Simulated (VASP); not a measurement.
Al3Cu2: single point with PBEsol

Al3Cu2:

```
Al Cu
1.0
     3.77070    0.00000    0.00000
    -1.88535    3.26552    0.00000
     0.00000    0.00000    4.58353
Al Cu
3 2
Cartesian
  0.0000 0.0000 0.0000
  0.0000 2.1770 1.6111
  1.8853 1.0885 2.9724
  0.0000 2.1770 3.8607
  1.8853 1.0885 0.7229
```

This cell differs from its parent crystal: strain -0.080 along x and y, -0.080 along z.

```json
{
 "Program": "VASP 6.6.1",
 "Task": "single point",
 "Functional": "PBEsol",
 "Potentials or basis": "VASP PAW PBE potentials, release 64 (Al, Cu)",
 "Cutoff": "520 eV",
 "k mesh": "12 × 12 × 10",
 "Occupations": "gaussian, width 0.15 eV",
 "Spin": "no spin polarisation"
}
```

```
Pressure               : 50.2 GPa
Largest force          : 0.270 eV/Å
Band gap on the k mesh : zero (an odd number of electrons rules out a gap without spin polarisation)
```

Forces on the atoms (eV/Å):
```
Al   0.000  0.000  0.000
Al   0.000  0.000  0.270
Al   0.000  0.000 -0.270
Cu   0.000  0.000  0.093
Cu   0.000  0.000 -0.093
```

Stress tensor (GPa, compression positive):
```
49.46  0.00  0.00
 0.00 49.46  0.00
 0.00  0.00 51.71
```

Levels at points of the mesh, in eV from the Fermi level:
```csv
k point,band 12,band 13,band 14,band 15,band 16,band 17,band 18,band 19
"(0.00, 0.00, 0.00)",-4.45,-4.35,-0.37,-0.37,1.56,1.56,3.94,3.98
"(0.50, 0.00, 0.00)",-5.03,-3.78,-3.66,-3.03,-0.62,0.28,0.84,3.38
"(0.00, 0.00, 0.50)",-5.14,1.14,1.14,1.37,1.37,1.65,3.19,3.19
"(0.50, 0.00, 0.50)",-5.19,-5.03,-4.16,-2.23,-0.19,0.90,1.67,5.77
```

Run time: 2.3 min on 1 thread of Intel(R) Xeon(R) 6975P-C (Granite Rapids) (shared host), peak memory 0.3 GiB.

Caveat: the cell differs from its parent crystal (strain -0.080 along x and y, -0.080 along z); the cell stands under pressure; the PAW data sets were made with another functional, which shifts forces and pressure a little.
